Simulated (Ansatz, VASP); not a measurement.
One calculation of Tl, two programs

File INCAR:

```
ALGO = Normal
EDIFF = 1E-7
EDIFFG = -0.01
ENCUT = 600
GGA = PS
IBRION = 2
ISIF = 3
ISMEAR = -1
LASPH = T
LCHARG = F
LREAL = F
LWAVE = F
NELM = 100
NSW = 100
PREC = Accurate
SIGMA = 0.05
```

File KPOINTS:

```
k-points
0
Gamma
  7 7 4
```

Contents of POSCAR:

```
Tl
1.0
    3.4560000000      0.0000000000      0.0000000000
   -1.7280000000      2.9929837955      0.0000000000
    0.0000000000      0.0000000000      5.5250000000
Tl
2
Direct
    0.3513982333      0.7467358067      0.2337848200
    0.6997574067      0.2654217733      0.8133885700
```

Input for Ansatz:

```yaml
crystal:
  lattice:
    - [3.456, 0.0, 0.0]
    - [-1.728, 2.9929837955, 0.0]
    - [0.0, 0.0, 5.525]
  atoms:
    - { symbol: Tl, position: [0.3513982333, 0.7467358067, 0.23378482] }
    - { symbol: Tl, position: [0.6997574067, 0.2654217733, 0.81338857] }
kpoints:
  mp_grid: { grid: [7, 7, 4] }
scf:
  occupations: { method: fermi_dirac, width: 0.05 }
hamiltonian:
  xc: pbesol
  pseudopotentials: { kind: all_electron, lapw: { basis_error: 0.001 } }
output:
  forces: true
  stress: true
relax:
  f_tol: 0.01
  max_steps: 80
  cell: {}
```

Alike in both runs: task relaxation of cell and atoms; functional PBEsol; k mesh 7 × 7 × 4; occupations fermi-dirac, width 0.05 eV; no spin polarisation.

|  | VASP | Ansatz |
| --- | --- | --- |
| version | VASP 6.6.1 | Ansatz 0.2.0 |
| potentials or method | VASP PAW PBE potentials, release 64 (Tl_d), cutoff 600 eV | all-electron LAPW, scalar-relativistic |

```tsv
	VASP	Ansatz	Ansatz less VASP
relaxed volume (Å³/atom)	28.61	28.77	+0.157
relaxed cell length with the largest relative difference (Å)	5.566	5.223	-0.3432
```

VASP's potentials were made for PBE, not for PBEsol. One of these differences is far larger than is usual between the two programs; its cause wasn't traced. Ansatz ran all-electron here, and VASP with PAW potentials.

Spin-orbit coupling is off throughout.
